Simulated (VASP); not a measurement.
# MnHg in VASP: further runs

Runs on MnHg. Level: PBE. Tasks: single point.

All numbers are computed with VASP 6.6.1; they aren't measurements. Logs are shortened: lines on timing, memory, paths and dates and some standing lists are left out, and cuts for length are marked.

## Step 1: The cell of the first run

It takes space group P4/mmm (No. 123, tetragonal). Conventional cell: a = 3.299 Å, b = 3.299 Å, c = 3.348 Å, α = 90.00°, β = 90.00°, γ = 90.00°. Within 3.8 Å of Mn (site symmetry 4/mmm) lie 8 Hg at 2.87 Å and 6 Mn at 3.30 to 3.35 Å. Within 3.8 Å of Hg (site symmetry 4/mmm) lie 8 Mn at 2.87 Å and 6 Hg at 3.30 to 3.35 Å.

## Step 2: Single point, PBE, collinear spin, ferromagnetic start (z stretched by +1 % at fixed volume)

The input, INCAR:

```
SYSTEM = MnHg
PREC = Accurate ; ENCUT = 520
EDIFF = 1E-6 ; ISMEAR = -1
SIGMA = 0.08 ; LREAL = .FALSE.
LASPH = .TRUE. ; NELM = 150
ALGO = Normal ; ISIF = 2
LWAVE = .FALSE. ; LCHARG = .TRUE.
ISPIN = 2 ; MAGMOM = 4 0
LORBIT = 11 ; LMAXMIX = 4
GGA = PE ; LELF = .TRUE.
LVHAR = .TRUE. ; NBANDS = 24
```

The input, KPOINTS:

```
Automatic mesh
0
G
  11 11 11
  0 0 0
```

The input, POSCAR:

```
MnHg
1.0
    3.2985482855      0.0000000000      0.0000000000
    0.0000000000      3.2985482855      0.0000000000
    0.0000000000      0.0000000000      3.3481500000
Mn Hg
1 1
Direct
    0.5000000000      0.5000000000      0.5000000000
    0.0000000000      0.0000000000      0.0000000000
```

Potentials or basis: VASP PAW PBE potentials, release 64 (Mn_pv, Hg).

Started as:

```sh
$ cat potpaw_PBE.64/Mn_pv/POTCAR potpaw_PBE.64/Hg/POTCAR > POTCAR
$ mpirun -np 1 vasp_std > vasp.out
```

OUTCAR:

```text
SYSTEM = MnHg
   PREC = Accurate
   ENCUT = 520
   EDIFF = 1E-6
   ISMEAR = -1
   LREAL = .FALSE.
   LASPH = .TRUE.
   NELM = 150
   ISIF = 2
   ISPIN = 2
   LORBIT = 11
   GGA = PE

 ion  position               nearest neighbor table
   1  0.500  0.500  0.500-   2 2.87   2 2.87   2 2.87   2 2.87   2 2.87   2 2.87   2 2.87   2 2.87

   2  0.000  0.000  0.000-   1 2.87   1 2.87   1 2.87   1 2.87   1 2.87   1 2.87   1 2.87   1 2.87

  LATTYP: Found a simple tetragonal cell.
 ALAT       =     3.2985482855
 C/A-ratio  =     1.0150374377

  Lattice vectors:

 A1 = (   3.2985482855,   0.0000000000,   0.0000000000)
 A2 = (   0.0000000000,   3.2985482855,   0.0000000000)
 A3 = (   0.0000000000,   0.0000000000,   3.3481500000)

Analysis of symmetry for initial positions (statically):
=====================================================================
 Subroutine PRICEL returns:
 Original cell was already a primitive cell.

 Routine SETGRP: Setting up the symmetry group for a
 simple tetragonal supercell.

 Subroutine GETGRP returns: Found 16 space group operations
 (whereof 16 operations were pure point group operations)
 out of a pool of 16 trial point group operations.

The static configuration has the point symmetry D_4h.

Analysis of symmetry for dynamics (positions and initial velocities):
=====================================================================
 Subroutine PRICEL returns:
 Original cell was already a primitive cell.

 Routine SETGRP: Setting up the symmetry group for a
 simple tetragonal supercell.

 Subroutine GETGRP returns: Found 16 space group operations
 (whereof 16 operations were pure point group operations)
 out of a pool of 16 trial point group operations.

The dynamic configuration has the point symmetry D_4h.

Analysis of structural, dynamic, and magnetic symmetry:
=====================================================================
 Subroutine PRICEL returns:
 Original cell was already a primitive cell.

 Routine SETGRP: Setting up the symmetry group for a
 simple tetragonal supercell.

 Subroutine GETGRP returns: Found 16 space group operations
 (whereof 16 operations were pure point group operations)
 out of a pool of 16 trial point group operations.

The overall configuration has the point symmetry D_4h.

 Subroutine INISYM returns: Found 16 space group operations
 (whereof 16 operations are pure point group operations),
 and found     1 'primitive' translations

----------------------------------------------------------------------------------------

                                     Primitive cell
[... 108 lines left out ...]
   IALGO  =     38    algorithm
   IMIX   =      4    mixing-type and parameters
     AMIX     =   0.40;   BMIX     =  1.00
     AMIX_MAG =   1.60;   BMIX_MAG =  1.00
  volume/ion in A,a.u.               =      18.21       122.92
  Fermi-wavevector in a.u.,A,eV,Ry     =   1.444014  2.728790 28.370534  2.085175
  Thomas-Fermi vector in A             =   2.562356
   LORBIT       =     11    0 simple, 1 ext, 2 COOP (PROOUT), +10 PAW based schemes
   GGA     = PE    functional components
   LHFCALC =     F    Hartree Fock is set to
   AEXX    =    0.0000 exact exchange contribution
   IVDW    =     0    specifies the selected vdW correction
   LEPSILON=     F    determine dielectric tensor
   LRPA    =     F    only Hartree local field effects (RPA)
 spin polarized calculation
  energy-cutoff  :      520.00
  volume of cell :       36.43
 maximum number of plane-waves:      1000
 NGX is ok and might be reduce to    28
   NGX = 13   NGY = 13   NGZ = 13

 number of electron      25.0000008 magnetization       3.9183607

 Free energy of the ion-electron system (eV)
  ---------------------------------------------------
  ext. energy  EPLUGINS =         0.00000000
  ---------------------------------------------------
  free energy    TOTEN  =        -8.50744832 eV

  energy without entropy =       -8.47233785  energy(sigma->0) =       -8.48989309

 E-fermi :   5.5289     XC(G=0): -11.6830

 val. band max:        5.5220697934   @ k =   0.4545   0.0000   0.0000
 cond. band min:       5.5291113481   @ k =   0.0000   0.0000   0.1818
 fundamental gap:      0.0070415547
 Fermi energy:         5.5288994861

 spin component 1

 k-point     1 :       0.0000    0.0000    0.0000
  band No.  band energies     occupation
      1     -44.6414      1.00000
      2     -44.6317      1.00000
      3     -44.6317      1.00000
      4      -4.1228      1.00000
      5      -2.7465      1.00000
      6      -2.7250      1.00000
[... 637 lines left out ...]
     23      22.3505      0.00000
     24      23.8549      0.00000

 [... further k-points ...]

 spin component 2

 k-point     1 :       0.0000    0.0000    0.0000
  band No.  band energies     occupation
      1     -40.5926      1.00000
      2     -40.5868      1.00000
      3     -40.5868      1.00000
      4      -3.9031      1.00000
      5      -2.7296      1.00000
      6      -2.7031      1.00000
[... 637 lines left out ...]
     23      22.6818      0.00000
     24      24.3132      0.00000

 [... further k-points ...]
[... 5 lines left out ...]
  --------------------------------------------------------------------------------------
  -------------------------------------------------------------------------------------
  Total        0.2301151      0.2301151      0.1818952      0.0000000     -0.0000000      0.0000000
  in kB       10.1205738     10.1205738      7.9998368      0.0000000     -0.0000000      0.0000000
  external PRESSURE =       9.4136614 kB  Pullay stress =       0.0000000 kB

 VOLUME and BASIS-vectors are now :
 -----------------------------------------------------------------------------
  energy-cutoff  :      520.00
  volume of cell :       36.43
      direct lattice vectors                 reciprocal lattice vectors
     3.298548285  0.000000000  0.000000000     0.303163669  0.000000000  0.000000000
     0.000000000  3.298548285  0.000000000     0.000000000  0.303163669  0.000000000
     0.000000000  0.000000000  3.348150000     0.000000000  0.000000000  0.298672401

 POSITION                                       TOTAL-FORCE (eV/Angst)
 -----------------------------------------------------------------------------------
      1.64927      1.64927      1.67407         0.000000      0.000000      0.000000
      0.00000      0.00000      0.00000         0.000000      0.000000      0.000000
 -----------------------------------------------------------------------------------
    total drift:                                0.000000      0.000000      0.000000

  FREE ENERGIE OF THE ION-ELECTRON SYSTEM (eV)
  ---------------------------------------------------
  free  energy   TOTEN  =        -8.5074483233 eV

  energy  without entropy=       -8.4723378510  energy(sigma->0) =       -8.48989309

 total charge

# of ion       s       p       d       tot
------------------------------------------
    1        0.251   6.173   4.978  11.402
    2        0.816   0.517   9.256  10.589
--------------------------------------------------
tot          1.067   6.691  14.234  21.992

 magnetization (x)

# of ion       s       p       d       tot
------------------------------------------
    1        0.028   0.017   3.780   3.825
    2       -0.043  -0.058   0.048  -0.052
--------------------------------------------------
tot         -0.014  -0.041   3.829   3.773
```

Wall time 3.2 min (1 thread of Oxide Virtual Turin-like, shared host); peak memory 0.27 GiB.

Results:

| Item | Value |
| --- | --- |
| Free energy | -8.5074 eV |
| Pressure | 0.9 GPa |
| Net moment | 3.92 μB per cell |
| Site moments | Mn +3.83; Hg -0.05 μB |
| Valence electrons inside the program's atomic spheres | Mn 11.40; Hg 10.59 |

Stress tensor (GPa, compression positive):
```
1.01 0.00 0.00
0.00 1.01 0.00
0.00 0.00 0.80
```

Caveat: spin-orbit coupling is left out, which moves the levels of the heavy elements.

## Step 3: Single point, PBE, collinear spin, ferromagnetic start (atom 1 (Mn) moved by [0.0, 0.0, 0.08] A)

The input, INCAR:

```
SYSTEM = MnHg
PREC     = Accurate       ! precision mode
ENCUT    = 520            ! plane-wave cutoff, eV
EDIFF    = 1E-7           ! SCF threshold, eV
ISMEAR   = -1             ! smearing method
SIGMA    = 0.08           ! smearing width, eV
LREAL    = .FALSE.        ! projectors in reciprocal space
LASPH    = .TRUE.         ! aspherical terms in the spheres
NELM     = 150            ! most SCF steps
ALGO     = Normal         ! electronic algorithm
ISIF     = 2              ! what is computed and relaxed
LWAVE    = .FALSE.        ! write WAVECAR
LCHARG   = .FALSE.        ! write CHGCAR
ISPIN    = 2              ! spin polarisation
MAGMOM   = 4 0            ! initial moments
LORBIT   = 11             ! projections on sites
LMAXMIX  = 4              ! l up to which the mixer works
GGA      = PE             ! functional
NBANDS   = 24             ! bands
```

The input, KPOINTS:

```
regular mesh
0
G
  11 11 11
  0 0 0
```

The input, POSCAR:

```
MnHg
1.0
    3.3150000000      0.0000000000      0.0000000000
    0.0000000000      3.3150000000      0.0000000000
    0.0000000000      0.0000000000      3.3150000000
Mn Hg
1 1
Direct
    0.5000000000      0.5000000000      0.5241327300
    0.0000000000      0.0000000000      0.0000000000
```

Potentials or basis: VASP PAW PBE potentials, release 64 (Mn_pv, Hg).

Started as:

```sh
$ cat potpaw_PBE.64/Mn_pv/POTCAR potpaw_PBE.64/Hg/POTCAR > POTCAR
$ mpirun -np 1 vasp_std > vasp.out
```

OUTCAR:

```text
SYSTEM = MnHg
   PREC = Accurate
   ENCUT = 520
   EDIFF = 1E-7
   ISMEAR = -1
   LREAL = .FALSE.
   LASPH = .TRUE.
   NELM = 150
   ISIF = 2
   ISPIN = 2
   LORBIT = 11
   GGA = PE

 ion  position               nearest neighbor table
   1  0.500  0.500  0.524-   2 2.83   2 2.83   2 2.83   2 2.83   2 2.92   2 2.92   2 2.92   2 2.92

   2  0.000  0.000  0.000-   1 2.83   1 2.83   1 2.83   1 2.83   1 2.92   1 2.92   1 2.92   1 2.92

  LATTYP: Found a simple cubic cell.
 ALAT       =     3.3150000000

  Lattice vectors:

 A1 = (   3.3150000000,   0.0000000000,   0.0000000000)
[... 1511 lines left out ...]

 VOLUME and BASIS-vectors are now :
 -----------------------------------------------------------------------------
  energy-cutoff  :      520.00
  volume of cell :       36.43
      direct lattice vectors                 reciprocal lattice vectors
     3.315000000  0.000000000  0.000000000     0.301659125  0.000000000  0.000000000
     0.000000000  3.315000000  0.000000000     0.000000000  0.301659125  0.000000000
     0.000000000  0.000000000  3.315000000     0.000000000  0.000000000  0.301659125

 POSITION                                       TOTAL-FORCE (eV/Angst)
 -----------------------------------------------------------------------------------
      1.65750      1.65750      1.73750         0.000000      0.000000     -0.259729
      0.00000      0.00000      0.00000         0.000000      0.000000      0.259729
 -----------------------------------------------------------------------------------
    total drift:                                0.000000      0.000000     -0.000109

  FREE ENERGIE OF THE ION-ELECTRON SYSTEM (eV)
  ---------------------------------------------------
  free  energy   TOTEN  =        -8.4972856180 eV

  energy  without entropy=       -8.4620422907  energy(sigma->0) =       -8.47966395

 total charge

# of ion       s       p       d       tot
------------------------------------------
    1        0.252   6.174   4.979  11.404
    2        0.817   0.518   9.256  10.591
--------------------------------------------------
tot          1.069   6.692  14.235  21.996

 magnetization (x)

# of ion       s       p       d       tot
------------------------------------------
    1        0.028   0.017   3.779   3.824
    2       -0.043  -0.058   0.049  -0.052
--------------------------------------------------
tot         -0.015  -0.041   3.828   3.773
```

OSZICAR:

```text
N       E                     dE             d eps       ncg     rms          rms(c)
DAV:   1     0.234928973643E+03    0.23493E+03   -0.13719E+04 12216   0.117E+03
DAV:   2    -0.133209011252E+01   -0.23626E+03   -0.22460E+03 12680   0.343E+02
DAV:   3    -0.891345191160E+01   -0.75814E+01   -0.75564E+01 14248   0.691E+01
DAV:   4    -0.896825499705E+01   -0.54803E-01   -0.54799E-01 13616   0.553E+00
DAV:   5    -0.896907709702E+01   -0.82210E-03   -0.82209E-03 14616   0.617E-01    0.989E+00
DAV:   6    -0.868416796069E+01    0.28491E+00   -0.67158E+00 13792   0.192E+01    0.745E+00
DAV:   7    -0.851183241323E+01    0.17234E+00   -0.19768E+00 14224   0.120E+01    0.489E+00
DAV:   8    -0.849978415524E+01    0.12048E-01   -0.58718E-02 12944   0.175E+00    0.264E+00
DAV:   9    -0.849727292008E+01    0.25112E-02   -0.18318E-02 14304   0.926E-01    0.927E-01
DAV:  10    -0.849722366711E+01    0.49253E-04   -0.25718E-03 13272   0.442E-01    0.888E-02
DAV:  11    -0.849727114041E+01   -0.47473E-04   -0.12804E-04 13720   0.108E-01    0.324E-02
DAV:  12    -0.849728052865E+01   -0.93882E-05   -0.16428E-05 14056   0.310E-02    0.177E-02
DAV:  13    -0.849728566204E+01   -0.51334E-05   -0.60757E-06 13488   0.172E-02    0.107E-02
DAV:  14    -0.849728561802E+01    0.44023E-07   -0.70392E-07 13240   0.718E-03
   1 F= -.84972856E+01 E0= -.84796640E+01  d E =-.352433E-01  mag=     3.9187
```

Run time: 3.7 min. Hardware: 1 thread of Oxide Virtual Turin-like, shared host; peak memory 0.26 GiB.

What came out:

```yaml
Free_energy: -8.4973 eV
Pressure: 1.2 GPa
Largest_force: 0.260 eV/Å
Net_moment: 3.92 μB per cell
Site_moments: Mn +3.82; Hg -0.05 μB
Valence_electrons_inside_the_program's_atomic_spheres: Mn 11.40; Hg 10.59
```

Forces on the atoms (eV/Å):
```
Mn   0.000  0.000 -0.260
Hg   0.000  0.000  0.260
```

Caveat: the cell differs from its parent crystal (atom 1 (Mn) moved by [0.0, 0.0, 0.08] A); spin-orbit coupling is left out, which moves the levels of the heavy elements.
